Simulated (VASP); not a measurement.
# Ni (Fm-3m) in VASP: a series of runs

Runs on Ni. Level: PBE. Tasks: single point.

Program: VASP 6.6.1. These are calculated values, not measurements. Logs are shortened: lines on timing, memory, paths and dates and some standing lists are left out, and cuts for length are marked.

## (1) The cell of the first run

The structure is cubic, space group Fm-3m (No. 225). Conventional cell: a = 3.517 Å, b = 3.517 Å, c = 3.517 Å, α = 90.00°, β = 90.00°, γ = 90.00°. Ni (site symmetry m-3m) has 12 Ni at 2.49 Å within 3.3 Å.

## (2) Single point, PBE, collinear spin, ferromagnetic start

INCAR reads:

```
  PREC = Accurate
  ENCUT = 520
  EDIFF = 1E-6
  ISMEAR = -1
  SIGMA = 0.1
  LREAL = False
  LASPH = True
  NELM = 150
  ALGO = Normal
  ISIF = 2
  LWAVE = False
  LCHARG = False
  ISPIN = 2
  MAGMOM = 1.68
  LORBIT = 11
  NUPDOWN = 1.68
  LMAXMIX = 4
  GGA = PE
  NBANDS = 15
```

KPOINTS reads:

```
regular mesh
0
Gamma
  12 12 12
```

POSCAR reads:

```
Ni
1.0
    0.0000000000      1.7585000000      1.7585000000
    1.7585000000      0.0000000000      1.7585000000
    1.7585000000      1.7585000000      0.0000000000
Ni
1
Direct
    0.0000000000      0.0000000000      0.0000000000
```

Potentials or basis: VASP PAW PBE potentials, release 64 (Ni).

Run with:

```bash
cat potpaw_PBE.64/Ni/POTCAR > POTCAR
mpirun -np 1 vasp_std > vasp.out
```

OUTCAR:

```text
PREC = Accurate
   ENCUT = 520
   EDIFF = 1E-6
   ISMEAR = -1
   LREAL = False
   LASPH = True
   NELM = 150
   ISIF = 2
   ISPIN = 2
   LORBIT = 11
   NUPDOWN = 1.68
   GGA = PE

 ion  position               nearest neighbor table
   1  0.000  0.000  0.000-

  LATTYP: Found a face centered cubic cell.
 ALAT       =     3.5170000000

  Lattice vectors:

 A1 = (   0.0000000000,   1.7585000000,   1.7585000000)
 A2 = (   1.7585000000,   0.0000000000,   1.7585000000)
 A3 = (   1.7585000000,   1.7585000000,   0.0000000000)

Analysis of symmetry for initial positions (statically):
=====================================================================
 Subroutine PRICEL returns:
 Original cell was already a primitive cell.

 Routine SETGRP: Setting up the symmetry group for a
 face centered cubic supercell.

 Subroutine GETGRP returns: Found 48 space group operations
 (whereof 48 operations were pure point group operations)
 out of a pool of 48 trial point group operations.

The static configuration has the point symmetry O_h .

Analysis of symmetry for dynamics (positions and initial velocities):
=====================================================================
 Subroutine PRICEL returns:
 Original cell was already a primitive cell.

 Routine SETGRP: Setting up the symmetry group for a
 face centered cubic supercell.

 Subroutine GETGRP returns: Found 48 space group operations
 (whereof 48 operations were pure point group operations)
 out of a pool of 48 trial point group operations.

The dynamic configuration has the point symmetry O_h .

Analysis of structural, dynamic, and magnetic symmetry:
=====================================================================
 Subroutine PRICEL returns:
 Original cell was already a primitive cell.

 Routine SETGRP: Setting up the symmetry group for a
 face centered cubic supercell.

 Subroutine GETGRP returns: Found 48 space group operations
 (whereof 48 operations were pure point group operations)
 out of a pool of 48 trial point group operations.

The overall configuration has the point symmetry O_h .

 Subroutine INISYM returns: Found 48 space group operations
 (whereof 48 operations are pure point group operations),
 and found     1 'primitive' translations

----------------------------------------------------------------------------------------

                                     Primitive cell

  volume of cell :      10.8757

  direct lattice vectors                    reciprocal lattice vectors
     0.000000000  1.758500000  1.758500000    -0.284333239  0.284333239  0.284333239
     1.758500000  0.000000000  1.758500000     0.284333239 -0.284333239  0.284333239
     1.758500000  1.758500000  0.000000000     0.284333239  0.284333239 -0.284333239

  length of vectors
     2.486894549  2.486894549  2.486894549     0.492479615  0.492479615  0.492479615

  position of ions in fractional coordinates (direct lattice)
     0.000000000  0.000000000  0.000000000

  ion indices of the primitive-cell ions
   primitive index   ion index
                 1           1

----------------------------------------------------------------------------------------

 KPOINTS: regular mesh

Automatic generation of k-mesh.
 Grid dimensions read from file:
 generate k-points for:   12   12   12

 Generating k-lattice:

  Cartesian coordinates                     Fractional coordinates (reciprocal lattice)
    -0.023694437  0.023694437  0.023694437     0.083333333  0.000000000  0.000000000
     0.023694437 -0.023694437  0.023694437     0.000000000  0.083333333  0.000000000
     0.023694437  0.023694437 -0.023694437     0.000000000  0.000000000  0.083333333

  Length of vectors
     0.041039968  0.041039968  0.041039968

  Shift w.r.t. Gamma in fractional coordinates (k-lattice)
     0.000000000  0.000000000  0.000000000

 Subroutine IBZKPT returns following result:
 ===========================================

 Found     72 irreducible k-points:

 Following reciprocal coordinates:
            Coordinates               Weight
  0.000000  0.000000  0.000000      1.000000
  0.083333  0.000000  0.000000      8.000000
  0.166667  0.000000  0.000000      8.000000
  0.250000  0.000000  0.000000      8.000000
  0.333333  0.000000  0.000000      8.000000
  0.416667  0.000000  0.000000      8.000000
[... 16 lines left out ...]
  0.500000  0.166667  0.000000     24.000000
 -0.416667  0.166667  0.000000     24.000000
 [... further k-points ...]
   k-points           NKPTS =     72   k-points in BZ     NKDIM =     72   number of bands    NBANDS=     15
   number of dos      NEDOS =    301   number of ions     NIONS =      1
   total plane-waves  NPLWV =   5832
   dimension x,y,z NGX =    18 NGY =   18 NGZ =   18
   dimension x,y,z NGXF=    36 NGYF=   36 NGZF=   36
   ions per type =               1
   NGX,Y,Z   is equivalent  to a cutoff of  12.03, 12.03, 12.03 a.u.
   NGXF,Y,Z  is equivalent  to a cutoff of  24.07, 24.07, 24.07 a.u.
 SYSTEM =  unknown system
   PREC   = accura    normal or accurate (medium, high low for compatibility)
   ISTART =      0    job   : 0-new  1-cont  2-samecut
   ICHARG =      2    charge: 1-file 2-atom 10-const
   ISPIN  =      2    spin polarized calculation?
   LNONCOLLINEAR =      F non collinear calculations
   LSORBIT =      F    spin-orbit coupling
   LASPH  =      T    aspherical Exc in radial PAW
   ENCUT  =  520.0 eV  38.22 Ry    6.18 a.u.   4.62  4.62  4.62*2*pi/ulx,y,z
   NELM   =    150;   NELMIN=  2; NELMDL= -5     # of ELM steps
   EDIFF  = 0.1E-05   stopping-criterion for ELM
   LREAL  =      F    real-space projection
   EDIFFG = 0.1E-04   stopping-criterion for IOM
   NSW    =      0    number of steps for IOM
   IBRION =     -1    ionic relax: 0-MD 1-quasi-New 2-CG
   NFREE  =      0    steps in history (QN), initial steepest desc. (CG)
   ISIF   =      2    stress and relaxation
   ISYM   =      2    0-nonsym 1-usesym 2-fastsym
   POTIM  = 0.5000    time-step for ionic-motion
   TEBEG  =    0.0;   TEEND  =   0.0 temperature during run
   PSTRESS=    0.0 pullay stress
   NELECT =      10.0000    total number of electrons
   NUPDOWN=       1.6800    fix difference up-down
   EMIN   =  10.00;   EMAX   =-10.00  energy-range for DOS
   EFERMI =   0.00;   METHOD = LEGACY
   ISMEAR =    -1;   SIGMA  =   0.10  broadening in eV -4-tet -1-fermi 0-gaus
   EFERMI_NEDOS =   21; number of points for ismear=-14 and -15
   IALGO  =     38    algorithm
   IMIX   =      4    mixing-type and parameters
     AMIX     =   0.40;   BMIX     =  1.00
     AMIX_MAG =   1.60;   BMIX_MAG =  1.00
  volume/ion in A,a.u.               =      10.88        73.39
  Fermi-wavevector in a.u.,A,eV,Ry     =   1.591924  3.008301 34.480204  2.534224
  Thomas-Fermi vector in A             =   2.690389
   LORBIT       =     11    0 simple, 1 ext, 2 COOP (PROOUT), +10 PAW based schemes
   GGA     = PE    functional components
   LHFCALC =     F    Hartree Fock is set to
   AEXX    =    0.0000 exact exchange contribution
   IVDW    =     0    specifies the selected vdW correction
   LEPSILON=     F    determine dielectric tensor
   LRPA    =     F    only Hartree local field effects (RPA)
 spin polarized calculation
  energy-cutoff  :      520.00
  volume of cell :       10.88
 maximum number of plane-waves:       304
   NGX =  9   NGY =  9   NGZ =  9

 number of electron      10.0000013 magnetization       1.6800003

 Free energy of the ion-electron system (eV)
  ---------------------------------------------------
  ext. energy  EPLUGINS =         0.00000000
  ---------------------------------------------------
  free energy    TOTEN  =        -4.55019141 eV

  energy without entropy =       -4.50515773  energy(sigma->0) =       -4.52767457

 E-fermi :   8.7707     XC(G=0): -13.3293

 val. band max:       12.7665026342   @ k =  -0.4167   0.4167   0.0833
 cond. band min:       8.7763075482   @ k =   0.2500   0.1667   0.0833
 fundamental gap:     -3.9901950861
 Fermi energy:        12.7814115097

 spin component 1

 k-point     1 :       0.0000    0.0000    0.0000
  band No.  band energies     occupation
      1       0.0515      1.00000
      2       5.9666      1.00000
      3       5.9666      1.00000
      4       5.9666      1.00000
      5       7.0312      1.00000
      6       7.0312      1.00000
      7      32.8107      0.00000
      8      36.6491      0.00000
      9      36.6491      0.00000
     10      36.6491      0.00000
     11      39.4242      0.00000
     12      39.4242      0.00000
     13      39.4242      0.00000
     14      42.6055      0.00000
     15      48.7822      0.00000
[... 397 lines left out ...]
 k-point    24 :      -0.4167    0.1667    0.0000
  band No.  band energies     occupation
      1       4.3358      1.00000
      2       5.6273      1.00000
      3       6.3143      1.00000
      4       6.3203      1.00000
      5       7.5549      1.00000
      6      10.9357      1.00000
      7      14.9152      0.00000
      8      25.6849      0.00000
      9      30.4902      0.00000
     10      31.7580      0.00000
     11      40.8773      0.00000
     12      41.3951      0.00000
     13      48.2327      0.00000
     14      50.7468      0.00000
     15      52.2875      0.00000

 [... further k-points ...]

 spin component 2

 k-point     1 :       0.0000    0.0000    0.0000
  band No.  band energies     occupation
      1       0.6432      1.00000
      2       7.5253      1.00000
      3       7.5253      1.00000
      4       7.5253      1.00000
      5       8.5310      0.91659
      6       8.5310      0.91659
      7      33.3314      0.00000
      8      37.2650      0.00000
      9      37.2650      0.00000
     10      37.2650      0.00000
     11      40.2038      0.00000
     12      40.2038      0.00000
     13      40.2038      0.00000
     14      43.1874      0.00000
     15      49.5689      0.00000
[... 397 lines left out ...]
 k-point    24 :      -0.4167    0.1667    0.0000
  band No.  band energies     occupation
      1       5.5666      1.00000
      2       6.9688      1.00000
      3       7.6453      0.99999
      4       7.8018      0.99994
      5       9.1870      0.01533
      6      11.9409      0.00000
      7      15.9524      0.00000
      8      26.4314      0.00000
      9      31.2017      0.00000
     10      32.4129      0.00000
     11      41.5721      0.00000
     12      42.0498      0.00000
     13      49.0579      0.00000
     14      51.7530      0.00000
     15      52.9971      0.00000

 [... further k-points ...]
[... 5 lines left out ...]
  --------------------------------------------------------------------------------------
  -------------------------------------------------------------------------------------
  Total        1.1381448      1.1381448      1.1381448     -0.0000000     -0.0000000      0.0000000
  in kB      167.6683144    167.6683144    167.6683144     -0.0000000     -0.0000000      0.0000000
  external PRESSURE =     167.6683144 kB  Pullay stress =       0.0000000 kB

 VOLUME and BASIS-vectors are now :
 -----------------------------------------------------------------------------
  energy-cutoff  :      520.00
  volume of cell :       10.88
      direct lattice vectors                 reciprocal lattice vectors
     0.000000000  1.758500000  1.758500000    -0.284333239  0.284333239  0.284333239
     1.758500000  0.000000000  1.758500000     0.284333239 -0.284333239  0.284333239
     1.758500000  1.758500000  0.000000000     0.284333239  0.284333239 -0.284333239

 POSITION                                       TOTAL-FORCE (eV/Angst)
 -----------------------------------------------------------------------------------
      0.00000      0.00000      0.00000        -0.000000      0.000000      0.000000
 -----------------------------------------------------------------------------------
    total drift:                                0.000000     -0.000000      0.000000

  FREE ENERGIE OF THE ION-ELECTRON SYSTEM (eV)
  ---------------------------------------------------
  free  energy   TOTEN  =        -4.5501914101 eV

  energy  without entropy=       -4.5051577292  energy(sigma->0) =       -4.52767457

 total charge

# of ion       s       p       d       tot
------------------------------------------
    1        0.532   0.614   8.117   9.263

 magnetization (x)

# of ion       s       p       d       tot
------------------------------------------
    1        0.049   0.151   1.399   1.599
```

Wall time 31 s (1 thread of Intel Xeon Platinum 8375C at 2.90GHz (Ice Lake), shared host); peak memory 0.13 GiB.

Results:

```yaml
Free_energy: -4.5502 eV
Pressure: 16.8 GPa
Net_moment: 1.68 μB per cell
Site_moments: Ni +1.60 μB
Valence_electrons_inside_the_program's_atomic_spheres: Ni 9.26
```

Caveat: the total moment is fixed, so each spin has its own Fermi level.

## (3) Single point, PBE, collinear spin, ferromagnetic start

INCAR reads:

```
SYSTEM = Ni
ALGO = Normal ; EDIFF = 1E-6
ENCUT = 520 ; GGA = PE
ISIF = 2 ; ISMEAR = -1
ISPIN = 2 ; LASPH = .True.
LCHARG = .True. ; LELF = .True.
LMAXMIX = 4 ; LORBIT = 11
LREAL = .False. ; LVHAR = .True.
LWAVE = .False. ; MAGMOM = 0.2
NBANDS = 15 ; NELM = 150
PREC = Accurate ; SIGMA = 0.1
```

KPOINTS reads:

```
k-points
0
Gamma
  12 12 12
  0 0 0
```

POSCAR is that of step 2.

Potentials or basis: VASP PAW PBE potentials, release 64 (Ni).

Run with:

```bash
cat potpaw_PBE.64/Ni/POTCAR > POTCAR
mpirun -np 1 vasp_std > vasp.out
```

Run time: 32 s. Hardware: 1 thread of Intel Xeon Platinum 8375C at 2.90GHz (Ice Lake), shared host; peak memory 0.13 GiB.

It converged, with:

```yaml
Free_energy: -5.4975 eV
Pressure: 0.6 GPa
Net_moment: 0.63 μB per cell
Site_moments: Ni +0.64 μB
Valence_electrons_inside_the_program's_atomic_spheres: Ni 9.31
```

Levels at points of the mesh, in eV from the Fermi level:
Spin up:
```csv
k point,band 2,band 3,band 4,band 5,band 6,band 7,band 8,band 9
"(0.00, 0.00, 0.00)",-2.41,-2.41,-2.41,-1.25,-1.25,23.75,27.60,27.60
"(0.50, 0.00, 0.00)",-2.40,-2.40,-0.58,-0.58,-0.28,5.69,22.23,24.70
"(0.50, 0.50, 0.00)",-4.17,-0.54,-0.45,-0.45,2.47,9.24,14.84,14.84
```
Spin down:
| k point | band 1 | band 2 | band 3 | band 4 | band 5 | band 6 | band 7 | band 8 | band 9 |
| --- | --- | --- | --- | --- | --- | --- | --- | --- | --- |
| (0.00, 0.00, 0.00) | -9.03 | -1.67 | -1.67 | -1.67 | -0.65 | -0.65 | 23.58 | 27.59 | 27.59 |
| (0.50, 0.00, 0.00) | -4.39 | -1.78 | -1.78 | -0.34 | 0.17 | 0.17 | 6.10 | 22.09 | 24.78 |
| (0.50, 0.50, 0.00) | -4.28 | -3.57 | 0.09 | 0.40 | 0.40 | 2.43 | 9.49 | 14.86 | 14.86 |
